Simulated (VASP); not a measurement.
Write the native input for VASP 6.6.1 that does the following.

```
Task                   : single point
Functional             : r2SCAN
Potentials or basis    : VASP PAW PBE potentials, release 64 (B, Bi_d)
Cutoff                 : 520 eV
k mesh                 : 12 × 12 × 6
Occupations            : fermi-dirac, width 0.02 eV
Spin                   : no spin polarisation
Dipole correction      : no
Further INCAR settings : ALGO = Normal; EDIFF = 1e-07; NBANDS = 26
```

BiB:

```
B Bi
1.0
     4.16092    0.00000    0.00000
    -2.08046    3.60346    0.00000
     0.00000    0.00000    5.58925
B Bi
2 2
Direct
  0.33333 0.66667 0.25000
  0.66667 0.33333 0.75000
  0.66667 0.33333 0.25000
  0.33333 0.66667 0.75000
```

These files were run (other wordings do the same):

POSCAR

```
BiB
1.0
    4.1609172379      0.0000000000      0.0000000000
   -2.0804586190      3.6034600310      0.0000000000
    0.0000000000      0.0000000000      5.5892505331
B Bi
2 2
Direct
    0.3333333333      0.6666666667      0.2500000000
    0.6666666667      0.3333333333      0.7500000000
    0.6666666667      0.3333333333      0.2500000000
    0.3333333333      0.6666666667      0.7500000000
```

INCAR.step1

```
SYSTEM = BiB
  PREC = Accurate
  ENCUT = 520
  ISMEAR = -1
  SIGMA = 0.02
  LREAL = .FALSE.
  LASPH = .TRUE.
  NELM = 80
  NBANDS = 26
  GGA = PE
  ALGO = Normal
  EDIFF = 1E-4
  LWAVE = .TRUE.
  LCHARG = .FALSE.
```

INCAR.step2

```
SYSTEM = BiB
  PREC = Accurate
  ENCUT = 520
  EDIFF = 1E-7
  ISMEAR = -1
  SIGMA = 0.02
  LREAL = .FALSE.
  LASPH = .TRUE.
  NELM = 80
  ALGO = Normal
  ISIF = 2
  LWAVE = .FALSE.
  LCHARG = .TRUE.
  METAGGA = R2SCAN
  LMIXTAU = .TRUE.
  LELF = .TRUE.
  LVHAR = .TRUE.
  NBANDS = 26
  ISTART = 1
```

KPOINTS

```
regular mesh
0
G
  12 12 6
  0 0 0
```

Potentials or basis: VASP PAW PBE potentials, release 64 (B, Bi_d).

Launch:

```sh
$ cat potpaw_PBE.64/B/POTCAR potpaw_PBE.64/Bi_d/POTCAR > POTCAR
$ cp INCAR.step1 INCAR
$ mpirun -np 1 vasp_std > vasp.out
$ cp INCAR.step2 INCAR
$ mpirun -np 1 vasp_std > vasp.out
```

Results of the run:

| Quantity | Value |
| --- | --- |
| Pressure | 0.3 GPa |
| Band gap on the k mesh | zero (bands 18 and 19 overlap by 2.17 eV) |

Caveat: the PAW data sets were made with another functional, which shifts forces and pressure a little; spin-orbit coupling is left out, which moves the levels of the heavy elements.

Wall time 6.3 min on 1 thread of AMD EPYC 9R45 96-Core Processor (Zen 5), with other jobs on the host, peak memory 0.27 GiB.
